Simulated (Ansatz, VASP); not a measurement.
## Cs: VASP beside Ansatz

The input INCAR:

```
ALGO     = Normal         # electronic algorithm
EDIFF    = 1E-6           # SCF threshold, eV
ENCUT    = 520            # plane-wave cutoff, eV
GGA      = CA             # functional
ISIF     = 2              # what is computed and relaxed
ISMEAR   = -1             # smearing method
LASPH    = T              # aspherical terms in the spheres
LCHARG   = T              # write CHGCAR
LELF     = T              # ELF
LREAL    = F              # projectors in reciprocal space
LVHAR    = T            
LWAVE    = F              # write WAVECAR
NBANDS   = 16             # bands
NELM     = 80             # most SCF steps
PREC     = Accurate       # precision mode
SIGMA    = 0.1            # smearing width, eV
```

KPOINTS

```
k-points
0
Gamma
  9 9 5
```

File POSCAR:

```
Cs
1.0
    5.1525456203      0.0000000000      0.0000000000
   -2.5762728102      4.4622354014      0.0000000000
    0.0000000000      0.0000000000      8.3471239049
Cs
2
Direct
    0.3333333333      0.6666666667      0.2500000000
    0.6666666667      0.3333333333      0.7500000000
```

Input for Ansatz:

```yaml
crystal:
  lattice:
    - [5.1525456203, 0.0, 0.0]
    - [-2.5762728102, 4.4622354014, 0.0]
    - [0.0, 0.0, 8.3471239049]
  atoms:
    - { symbol: Cs, position: [0.3333333333, 0.6666666667, 0.25] }
    - { symbol: Cs, position: [0.6666666667, 0.3333333333, 0.75] }
kpoints:
  mp_grid: { grid: [9, 9, 5] }
  band_path:
    path:
      - [0.0, 0.0, 0.0]
      - [0.5, 0.0, 0.0]
      - [0.3333333333, 0.3333333333, 0.0]
      - [0.0, 0.0, 0.0]
      - [0.0, 0.0, 0.5]
      - [0.5, 0.0, 0.5]
      - [0.3333333333, 0.3333333333, 0.5]
      - [0.0, 0.0, 0.5]
      - [0.5, 0.0, 0.5]
    npoints: 8
scf:
  occupations: { method: fermi_dirac, width: 0.1 }
hamiltonian:
  xc: lda
  pseudopotentials: { kind: paw }
output:
  forces: true
  stress: true
  eigenvalues: true
  populations: true
  dos: { projected: true, de: 0.2, e_range: [-14, 8] }
```

Change from the starting cell: volume scaled by 1, PAW files.

Alike in both runs: task single point; functional LDA; k mesh 9 × 9 × 5; occupations fermi-dirac, width 0.1 eV; no spin polarisation.

|  | VASP | Ansatz |
| --- | --- | --- |
| version | VASP 6.6.1 | Ansatz 0.2.0 |
| potentials or method | VASP PAW LDA potentials, release 64 (Cs_sv) | PAW with Ansatz's default frozen-core files, scalar-relativistic |
| plane-wave cutoff (eV) | 520 | 420 |
| valence electrons in the cell | 18 | 18 |

|  | VASP | Ansatz | Ansatz less VASP |
| --- | --- | --- | --- |
| pressure (GPa) | 0.0 | 0.0 | +0.01 |

LDA's correlation is that of Perdew and Zunger in VASP and of Perdew and Wang (1992) in Ansatz.

Neither program's run includes spin-orbit coupling.
